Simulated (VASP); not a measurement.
Ta2Si2Ge: relaxation of cell and atoms with PBE

The system is Ta2Si2Ge.

```
CELL_PARAMETERS angstrom
3.62457 0.00000 0.00000
-1.81228 3.13897 0.00000
0.00000 0.00000 7.51905
ATOMIC_POSITIONS crystal
Ta 0.33333 0.66667 0.23754
Ta 0.33333 0.66667 0.76246
Si 0.66667 0.33333 0.34781
Si 0.66667 0.33333 0.65219
Ge 0.33333 0.66667 0.00000
```

```json
{"Program": "VASP 6.6.1", "Task": "relaxation of cell and atoms", "Functional": "PBE", "Potentials or basis": "VASP PAW PBE potentials, release 64 (Ta_pv, Si, Ge_d)", "Cutoff": "600 eV", "k mesh": "6 × 6 × 2", "Occupations": "gaussian, width 0.1 eV", "Spin": "no spin polarisation", "Dipole correction": "no", "Further INCAR settings": "ALGO = Normal; EDIFF = 1e-06; IBRION = 2; EDIFFG = -0.04; NSW = 90; ISIF = 3"}
```

```
Relaxed volume                         : 24.79 Å³/atom
Relaxed cell                           : a = 4.316 Å, b = 4.316 Å, c = 7.684 Å, α = 90.00°, β = 90.00°, γ = 120.00°
Space group after relaxing (to 0.05 Å) : P-6m2 (No. 187)
Energy gained by relaxing              : 3560.1 meV/atom
Ionic steps                            : 46
Pressure after relaxing                : -0.2 GPa
Largest force after relaxing           : 0.026 eV/Å
```

Forces in eV/Å, atoms in the order of the input:
```
Ta   0.000  0.000  0.026
Ta   0.000  0.000 -0.026
Si   0.000  0.000 -0.006
Si   0.000  0.000  0.006
Ge   0.000  0.000  0.000
```

Stress tensor (GPa, compression positive):
```
-0.23  0.00  0.00
 0.00 -0.23  0.00
 0.00  0.00  0.01
```

Step by step:
```csv
step,energy change (eV),largest force (eV/Å),pressure (GPa),volume (Å³)
1,0.0000,26.6768,101.12,85.55
3,-10.9791,0.6323,13.71,146.72
5,-13.5783,1.7006,-4.99,183.26
7,-14.7536,1.8134,-3.87,168.43
9,-15.4484,3.8102,6.64,131.80
11,-16.0366,2.9733,10.28,120.36
13,-16.0112,3.0591,12.48,117.20
15,-16.5516,2.3896,12.97,113.97
17,-17.1339,1.4881,5.53,121.90
19,-17.3657,0.8748,-1.20,131.51
21,-17.4273,0.9297,-0.81,130.80
23,-17.5460,0.8711,-0.86,131.01
25,-17.6532,1.1775,0.17,128.18
27,-17.7173,0.3018,-0.15,128.03
29,-17.7378,0.2961,0.04,127.54
31,-17.7643,0.1858,-0.22,127.27
33,-17.7801,0.1184,-0.09,126.39
35,-17.7917,0.1830,0.46,124.68
37,-17.7956,0.0256,-0.08,125.25
39,-17.7966,0.0677,-0.30,125.28
41,-17.7977,0.0507,0.12,124.33
43,-17.7987,0.0421,0.40,123.66
45,-17.8001,0.0304,-0.09,124.00
46,-17.8007,0.0256,-0.15,123.97
```

Final structure:
```xyz
5
Lattice="4.3160 0.0000 0.0000 -2.1580 3.7378 0.0000 0.0000 0.0000 7.6845" Properties=species:S:1:pos:R:3 pbc="T T T"
Ta    0.0000    2.4918    2.5119
Ta    0.0000    2.4918    5.1726
Si    2.1580    1.2459    2.0928
Si    2.1580    1.2459    5.5917
Ge    0.0000    2.4918    0.0000
```

Levels at points of the mesh, in eV from the Fermi level:
```csv
k point,band 20,band 21,band 22,band 23,band 24,band 25
"(0.00, 0.00, 0.00)",-1.69,-0.76,-0.76,1.29,1.89,2.45
"(0.50, 0.00, 0.00)",-0.72,-0.41,-0.31,0.11,0.71,1.47
"(0.00, 0.00, 0.50)",-1.38,-0.09,-0.09,0.22,0.22,1.39
"(0.50, 0.00, 0.50)",-1.02,-0.72,-0.20,0.30,0.94,1.25
```

Run time: 26 min on 1 thread of AMD EPYC 7R43 64-Core Processor (Zen 3) (shared host), peak memory 0.21 GiB.

Caveat: the k points lie up to 0.41 Å⁻¹ apart in the final cell; the volume moved by over 15 % at a fixed basis, so the end points are rough; spin-orbit coupling is left out, which moves the levels of the heavy elements.
